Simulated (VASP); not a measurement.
# Cs (P6_3/mmc) in VASP: a series of runs

Runs on Cs. Level: PBEsol. Tasks: single point, relaxation of cell and atoms.

All numbers are computed with VASP 6.6.1; they aren't measurements. Logs are shortened: lines on timing, memory, paths and dates and some standing lists are left out, and cuts for length are marked.

**1. The cell of the first run**

Symmetry: P6_3/mmc, No. 194, hexagonal system. Conventional cell: a = 5.337 Å, b = 5.337 Å, c = 8.782 Å, α = 90.00°, β = 90.00°, γ = 120.00°.

This isn't the form of Cs at room conditions, which is bcc.

**2. Single point, PBEsol**

Input file INCAR:

```
ALGO = Normal ; EDIFF = 1E-6
ENCUT = 500 ; GGA = PS
GGA_COMPAT = False ; ISIF = 2
ISMEAR = -1 ; LASPH = True
LCHARG = False ; LREAL = False
LWAVE = False ; NBANDS = 16
NELM = 120 ; PREC = Accurate
SIGMA = 0.1
```

Input file KPOINTS:

```
k-points
0
Gamma
  5 5 3
```

Input file POSCAR:

```
Cs
1.0
    5.3374531251      0.0000000000      0.0000000000
   -2.6687265625      4.6223699978      0.0000000000
    0.0000000000      0.0000000000      8.7818293253
Cs
2
Direct
    0.3333333333      0.6666666667      0.2500000000
    0.6666666667      0.3333333333      0.7500000000
```

Potentials or basis: VASP PAW PBE potentials, release 64 (Cs_sv).

Started as:

```bash
$ cat potpaw_PBE.64/Cs_sv/POTCAR > POTCAR
$ mpirun -np 1 vasp_std > vasp.out
```

OUTCAR:

```text
EDIFF = 1E-6
   ENCUT = 500
   GGA = PS
   ISIF = 2
   ISMEAR = -1
   LASPH = True
   LREAL = False
   NELM = 120
   PREC = Accurate

 ion  position               nearest neighbor table
   1  0.333  0.667  0.250-
   2  0.667  0.333  0.750-

  LATTYP: Found a hexagonal cell.
 ALAT       =     5.3374531251
 C/A-ratio  =     1.6453220514

  Lattice vectors:

 A1 = (   5.3374531251,   0.0000000000,   0.0000000000)
 A2 = (  -2.6687265625,   4.6223699978,   0.0000000000)
 A3 = (   0.0000000000,   0.0000000000,   8.7818293253)

Analysis of symmetry for initial positions (statically):
=====================================================================
 Subroutine PRICEL returns:
 Original cell was already a primitive cell.

 Routine SETGRP: Setting up the symmetry group for a
 hexagonal supercell.

 Subroutine GETGRP returns: Found 24 space group operations
 (whereof 12 operations were pure point group operations)
 out of a pool of 24 trial point group operations.

The static configuration has the point symmetry D_3d.
 The point group associated with its full space group is D_6h.

Analysis of symmetry for dynamics (positions and initial velocities):
=====================================================================
 Subroutine PRICEL returns:
 Original cell was already a primitive cell.

 Routine SETGRP: Setting up the symmetry group for a
 hexagonal supercell.

 Subroutine GETGRP returns: Found 24 space group operations
 (whereof 12 operations were pure point group operations)
 out of a pool of 24 trial point group operations.

The dynamic configuration has the point symmetry D_3d.
 The point group associated with its full space group is D_6h.

 Subroutine INISYM returns: Found 24 space group operations
 (whereof 12 operations are pure point group operations),
 and found     1 'primitive' translations

----------------------------------------------------------------------------------------

                                     Primitive cell

  volume of cell :     216.6625

  direct lattice vectors                    reciprocal lattice vectors
     5.337453125  0.000000000  0.000000000     0.187355275  0.108169619  0.000000000
    -2.668726562  4.622369998  0.000000000     0.000000000  0.216339237  0.000000000
     0.000000000  0.000000000  8.781829325     0.000000000  0.000000000  0.113871491

  length of vectors
     5.337453125  5.337453125  8.781829325     0.216339237  0.216339237  0.113871491

  position of ions in fractional coordinates (direct lattice)
     0.333333333  0.666666667  0.250000000
     0.666666667  0.333333333  0.750000000

  ion indices of the primitive-cell ions
   primitive index   ion index
                 1           1
                 2           2

----------------------------------------------------------------------------------------

 KPOINTS: k-points

Automatic generation of k-mesh.
 Grid dimensions read from file:
 generate k-points for:    5    5    3

 Generating k-lattice:

  Cartesian coordinates                     Fractional coordinates (reciprocal lattice)
     0.037471055  0.021633924  0.000000000     0.200000000 -0.000000000  0.000000000
     0.000000000  0.043267847  0.000000000     0.000000000  0.200000000  0.000000000
     0.000000000  0.000000000  0.037957164     0.000000000  0.000000000  0.333333333

  Length of vectors
     0.043267847  0.043267847  0.037957164

  Shift w.r.t. Gamma in fractional coordinates (k-lattice)
     0.000000000  0.000000000  0.000000000

 Subroutine IBZKPT returns following result:
 ===========================================

 Found     10 irreducible k-points:

 Following reciprocal coordinates:
            Coordinates               Weight
  0.000000  0.000000  0.000000      1.000000
  0.200000 -0.000000  0.000000      6.000000
  0.400000 -0.000000  0.000000      6.000000
  0.200000  0.200000  0.000000      6.000000
  0.400000  0.200000  0.000000      6.000000
  0.000000  0.000000  0.333333      2.000000
  0.200000 -0.000000  0.333333     12.000000
  0.400000 -0.000000  0.333333     12.000000
  0.200000  0.200000  0.333333     12.000000
  0.400000  0.200000  0.333333     12.000000
   k-points           NKPTS =     10   k-points in BZ     NKDIM =     10   number of bands    NBANDS=     16
   number of dos      NEDOS =    301   number of ions     NIONS =      2
   total plane-waves  NPLWV = 102400
   dimension x,y,z NGX =    40 NGY =   40 NGZ =   64
   dimension x,y,z NGXF=    80 NGYF=   80 NGZF=  128
   ions per type =               2
   NGX,Y,Z   is equivalent  to a cutoff of  12.46, 12.46, 12.12 a.u.
   NGXF,Y,Z  is equivalent  to a cutoff of  24.92, 24.92, 24.23 a.u.
 SYSTEM =  unknown system
   PREC   = accura    normal or accurate (medium, high low for compatibility)
   ISTART =      0    job   : 0-new  1-cont  2-samecut
   ICHARG =      2    charge: 1-file 2-atom 10-const
   ISPIN  =      1    spin polarized calculation?
   LNONCOLLINEAR =      F non collinear calculations
   LSORBIT =      F    spin-orbit coupling
   LASPH  =      T    aspherical Exc in radial PAW
   ENCUT  =  500.0 eV  36.75 Ry    6.06 a.u.   9.73  9.73 16.01*2*pi/ulx,y,z
   NELM   =    120;   NELMIN=  2; NELMDL= -5     # of ELM steps
   EDIFF  = 0.1E-05   stopping-criterion for ELM
   LREAL  =      F    real-space projection
   EDIFFG = 0.1E-04   stopping-criterion for IOM
   NSW    =      0    number of steps for IOM
   IBRION =     -1    ionic relax: 0-MD 1-quasi-New 2-CG
   NFREE  =      0    steps in history (QN), initial steepest desc. (CG)
   ISIF   =      2    stress and relaxation
   ISYM   =      2    0-nonsym 1-usesym 2-fastsym
   POTIM  = 0.5000    time-step for ionic-motion
   TEBEG  =    0.0;   TEEND  =   0.0 temperature during run
   PSTRESS=    0.0 pullay stress
   NELECT =      18.0000    total number of electrons
   NUPDOWN=      -1.0000    fix difference up-down
   EMIN   =  10.00;   EMAX   =-10.00  energy-range for DOS
   EFERMI =   0.00;   METHOD = LEGACY
   ISMEAR =    -1;   SIGMA  =   0.10  broadening in eV -4-tet -1-fermi 0-gaus
   EFERMI_NEDOS =   21; number of points for ismear=-14 and -15
   IALGO  =     38    algorithm
   IMIX   =      4    mixing-type and parameters
     AMIX     =   0.40;   BMIX     =  1.00
     AMIX_MAG =   1.60;   BMIX_MAG =  1.00
  volume/ion in A,a.u.               =     108.33       731.06
  Fermi-wavevector in a.u.,A,eV,Ry     =   0.714339  1.349905  6.942785  0.510280
  Thomas-Fermi vector in A             =   1.802213
   LORBIT       =      0    0 simple, 1 ext, 2 COOP (PROOUT), +10 PAW based schemes
   GGA     = PS    functional components
   LHFCALC =     F    Hartree Fock is set to
   AEXX    =    0.0000 exact exchange contribution
   IVDW    =     0    specifies the selected vdW correction
   LEPSILON=     F    determine dielectric tensor
   LRPA    =     F    only Hartree local field effects (RPA)
 non-spin polarized calculation
  energy-cutoff  :      500.00
  volume of cell :      216.66
 maximum number of plane-waves:      5541
 NGX is ok and might be reduce to    40
   NGX = 19   NGY = 19   NGZ = 33

 number of electron      17.9999999 magnetization

 Free energy of the ion-electron system (eV)
  ---------------------------------------------------
  ext. energy  EPLUGINS =         0.00000000
  ---------------------------------------------------
  free energy    TOTEN  =        -1.94468984 eV

  energy without entropy =       -1.88672050  energy(sigma->0) =       -1.91570517

 E-fermi :   0.5291     XC(G=0):  -5.6340

 val. band max:        0.4505645110   @ k =   0.0000   0.0000   0.0000
 cond. band min:       0.6765870108   @ k =   0.2000   0.2000   0.3333
 fundamental gap:      0.2260224997
 Fermi energy:         0.5290757214

 k-point     1 :       0.0000    0.0000    0.0000
  band No.  band energies     occupation
      1     -23.2851      2.00000
      2     -23.2773      2.00000
      3     -10.1622      2.00000
      4     -10.0176      2.00000
      5     -10.0176      2.00000
      6      -9.9971      2.00000
      7      -9.9958      2.00000
      8      -9.9958      2.00000
      9      -1.2244      2.00000
     10       0.4506      1.37356
     11       1.3263      0.00069
     12       2.9481      0.00000
     13       2.9570      0.00000
     14       2.9570      0.00000
     15       3.2848      0.00000
     16       3.2848      0.00000

 k-point     2 :       0.2000   -0.0000    0.0000
  band No.  band energies     occupation
      1     -23.2825      2.00000
      2     -23.2760      2.00000
      3     -10.1420      2.00000
      4     -10.0635      2.00000
      5     -10.0425      2.00000
      6     -10.0315      2.00000
      7     -10.0048      2.00000
      8     -10.0036      2.00000
      9      -0.8392      2.00000
     10       0.8547      0.07418
     11       1.2841      0.00105
     12       2.1822      0.00000
     13       2.6756      0.00000
     14       3.0109      0.00000
     15       3.3059      0.00000
     16       3.3214      0.00000

 k-point     3 :       0.4000   -0.0000    0.0000
  band No.  band energies     occupation
      1     -23.2779      2.00000
      2     -23.2744      2.00000
      3     -10.1379      2.00000
      4     -10.1132      2.00000
      5     -10.0991      2.00000
      6     -10.0527      2.00000
      7     -10.0273      2.00000
      8     -10.0171      2.00000
      9       0.1108      1.96996
     10       1.1947      0.00257
     11       1.2653      0.00127
     12       1.5164      0.00010
     13       2.3059      0.00000
     14       2.4694      0.00000
     15       2.9311      0.00000
     16       4.0522      0.00000

 k-point     4 :       0.2000    0.2000    0.0000
  band No.  band energies     occupation
      1     -23.2788      2.00000
      2     -23.2746      2.00000
      3     -10.1094      2.00000
      4     -10.1041      2.00000
      5     -10.1015      2.00000
      6     -10.0520      2.00000
      7     -10.0302      2.00000
      8     -10.0210      2.00000
      9      -0.1528      1.99782
     10       1.2895      0.00100
     11       1.4402      0.00022
     12       1.6449      0.00003
     13       2.2354      0.00000
     14       2.5405      0.00000
     15       2.7399      0.00000
     16       3.7432      0.00000

 k-point     5 :       0.4000    0.2000    0.0000
  band No.  band energies     occupation
      1     -23.2760      2.00000
      2     -23.2744      2.00000
      3     -10.1359      2.00000
      4     -10.1110      2.00000
      5     -10.0813      2.00000
      6     -10.0766      2.00000
      7     -10.0492      2.00000
      8     -10.0435      2.00000
      9       0.7791      0.15172
     10       1.0277      0.01357
     11       1.3723      0.00044
     12       1.4723      0.00016
     13       2.1986      0.00000
     14       2.4590      0.00000
     15       2.6612      0.00000
     16       3.6204      0.00000

 k-point     6 :       0.0000    0.0000    0.3333
  band No.  band energies     occupation
      1     -23.2832      2.00000
      2     -23.2792      2.00000
      3     -10.1222      2.00000
      4     -10.0397      2.00000
      5     -10.0122      2.00000
      6     -10.0122      2.00000
      7     -10.0013      2.00000
      8     -10.0013      2.00000
      9      -0.9259      2.00000
     10      -0.1680      1.99812
     11       1.7997      0.00001
     12       2.5266      0.00000
     13       2.9215      0.00000
     14       2.9215      0.00000
     15       3.0804      0.00000
     16       3.0804      0.00000

 k-point     7 :       0.2000   -0.0000    0.3333
  band No.  band energies     occupation
      1     -23.2809      2.00000
      2     -23.2776      2.00000
      3     -10.1176      2.00000
      4     -10.0686      2.00000
      5     -10.0481      2.00000
      6     -10.0245      2.00000
      7     -10.0197      2.00000
      8     -10.0106      2.00000
      9      -0.5622      1.99996
     10       0.1639      1.94941
     11       1.7659      0.00001
     12       2.2789      0.00000
     13       2.4960      0.00000
     14       2.6413      0.00000
     15       3.1703      0.00000
     16       3.3209      0.00000

 k-point     8 :       0.4000   -0.0000    0.3333
  band No.  band energies     occupation
      1     -23.2770      2.00000
      2     -23.2753      2.00000
      3     -10.1505      2.00000
      4     -10.1350      2.00000
      5     -10.0616      2.00000
      6     -10.0439      2.00000
      7     -10.0300      2.00000
      8     -10.0261      2.00000
      9       0.2820      1.84420
     10       0.7388      0.21874
     11       1.5393      0.00008
     12       1.6052      0.00004
     13       2.1731      0.00000
     14       2.4152      0.00000
     15       3.1607      0.00000
     16       3.7811      0.00000

 k-point     9 :       0.2000    0.2000    0.3333
  band No.  band energies     occupation
      1     -23.2778      2.00000
      2     -23.2757      2.00000
      3     -10.1281      2.00000
      4     -10.1151      2.00000
      5     -10.0618      2.00000
      6     -10.0567      2.00000
      7     -10.0351      2.00000
      8     -10.0212      2.00000
      9       0.0709      1.97973
     10       0.6766      0.37233
     11       1.6979      0.00002
     12       1.7645      0.00001
     13       2.3142      0.00000
     14       2.3561      0.00000
     15       2.8090      0.00000
     16       3.5280      0.00000

 k-point    10 :       0.4000    0.2000    0.3333
  band No.  band energies     occupation
      1     -23.2756      2.00000
      2     -23.2748      2.00000
      3     -10.1443      2.00000
      4     -10.1329      2.00000
      5     -10.0853      2.00000
      6     -10.0651      2.00000
      7     -10.0412      2.00000
      8     -10.0277      2.00000
      9       0.8710      0.06340
     10       1.0040      0.01717
     11       1.4227      0.00026
     12       1.6070      0.00004
     13       1.8238      0.00000
     14       2.1467      0.00000
     15       2.9364      0.00000
     16       3.6195      0.00000

------------------------ aborting loop because EDIFF is reached ----------------------------------------

  FORCE on cell =-STRESS in cart. coord.  units (eV):
  Direction    XX          YY          ZZ          XY          YZ          ZX
  --------------------------------------------------------------------------------------
  -------------------------------------------------------------------------------------
  Total       -0.0071968     -0.0071968     -0.0054524     -0.0000000     -0.0000000      0.0000000
  in kB       -0.0532188     -0.0532188     -0.0403193     -0.0000000     -0.0000000      0.0000000
  external PRESSURE =      -0.0489190 kB  Pullay stress =       0.0000000 kB

 VOLUME and BASIS-vectors are now :
 -----------------------------------------------------------------------------
  energy-cutoff  :      500.00
  volume of cell :      216.66
      direct lattice vectors                 reciprocal lattice vectors
     5.337453125  0.000000000  0.000000000     0.187355275  0.108169619  0.000000000
    -2.668726562  4.622369998  0.000000000     0.000000000  0.216339237  0.000000000
     0.000000000  0.000000000  8.781829325     0.000000000  0.000000000  0.113871491

 POSITION                                       TOTAL-FORCE (eV/Angst)
 -----------------------------------------------------------------------------------
     -0.00000      3.08158      2.19546         0.000000     -0.000000      0.000000
      2.66873      1.54079      6.58637        -0.000000      0.000000      0.000000
 -----------------------------------------------------------------------------------
    total drift:                               -0.000000      0.000000     -0.000000

  FREE ENERGIE OF THE ION-ELECTRON SYSTEM (eV)
  ---------------------------------------------------
  free  energy   TOTEN  =        -1.9446898357 eV

  energy  without entropy=       -1.8867204975  energy(sigma->0) =       -1.91570517
```

Wall time 15 s (1 thread of AMD EPYC 9R45 (Zen 5), shared host); peak memory 0.26 GiB.

Results:

```
Free energy            : -1.9447 eV
Pressure               : 0.0 GPa
Band gap on the k mesh : zero (bands 9 and 10 overlap by 1.04 eV)
```

Caveat: the PAW data sets were made with another functional, which shifts forces and pressure a little; spin-orbit coupling is left out, which moves the levels of the heavy elements.

**3. Relaxation of cell and atoms, PBEsol**

This run uses another cell than the first one, of 111.96 Å³/atom.

Input file INCAR:

```
SYSTEM = Cs
PREC = Accurate
ENCUT = 500
EDIFF = 1E-7
ISMEAR = -1
SIGMA = 0.1
LREAL = .False.
LASPH = .True.
NELM = 120
ALGO = Normal
ISIF = 3
LWAVE = .False.
LCHARG = .False.
GGA = PS
IBRION = 2
NSW = 80
EDIFFG = -0.02
GGA_COMPAT = .False.
NELMIN = 4
```

Input file KPOINTS:

```
regular mesh
0
Gamma
  5 5 3
  0 0 0
```

Input file POSCAR:

```
Cs
1.0
    5.4100000000      0.0000000000      0.0000000000
   -2.7050000000      4.6851974345      0.0000000000
    0.0000000000      0.0000000000      8.8345300000
Cs
2
Direct
    0.3333333333      0.6666666667      0.2500000000
    0.6666666667      0.3333333333      0.7500000000
```

Potentials or basis: VASP PAW PBE potentials, release 64 (Cs_sv).

Started as:

```bash
$ cat potpaw_PBE.64/Cs_sv/POTCAR > POTCAR
$ mpirun -np 1 vasp_std > vasp.out
```

Run time: 34 s. Hardware: 1 thread of AMD EPYC 9R45 (Zen 5), shared host; peak memory 0.27 GiB.

Results (log left out):

* Free energy: -1.9449 eV
* Relaxed volume: 108.95 Å³/atom
* Relaxed cell: a = 5.354 Å, b = 5.354 Å, c = 8.778 Å, α = 90.00°, β = 90.00°, γ = 120.00°
* Space group after relaxing (to 0.1 Å): P6_3/mmc (No. 194)
* Energy gained by relaxing: 0.8 meV/atom
* Ionic steps: 3
* Pressure after relaxing: 0.0 GPa
* Band gap on the k mesh: zero (bands 9 and 10 overlap by 1.03 eV)

The path:
```
step  energy change (eV)  largest force (eV/Å)  pressure (GPa)  volume (Å³)
   1              0.0000                0.0000           -0.07       223.93
   2             -0.0006                0.0000           -0.05       222.41
   3             -0.0016                0.0000           -0.01       217.90
```

Final structure:
```cif
data_structure
_symmetry_space_group_name_H-M 'P 1'
_symmetry_Int_Tables_number 1
_cell_length_a 5.3540
_cell_length_b 5.3540
_cell_length_c 8.7775
_cell_angle_alpha 90.000
_cell_angle_beta 90.000
_cell_angle_gamma 120.000
_cell_volume 217.90
loop_
_atom_site_label
_atom_site_type_symbol
_atom_site_fract_x
_atom_site_fract_y
_atom_site_fract_z
_atom_site_occupancy
Cs1 Cs 0.33333 0.66667 0.25000 1
Cs2 Cs 0.66667 0.33333 0.75000 1
```

Levels at points of the mesh, in eV from the Fermi level:
| k point | band 7 | band 8 | band 9 | band 10 | band 11 | band 12 |
| --- | --- | --- | --- | --- | --- | --- |
| (0.00, 0.00, 0.00) | -10.53 | -10.53 | -1.75 | -0.07 | 0.80 | 2.42 |

Caveat: the PAW data sets were made with another functional, which shifts forces and pressure a little; spin-orbit coupling is left out, which moves the levels of the heavy elements.

The gap in the log of VASP goes by the Fermi energy; the results here count the filled bands.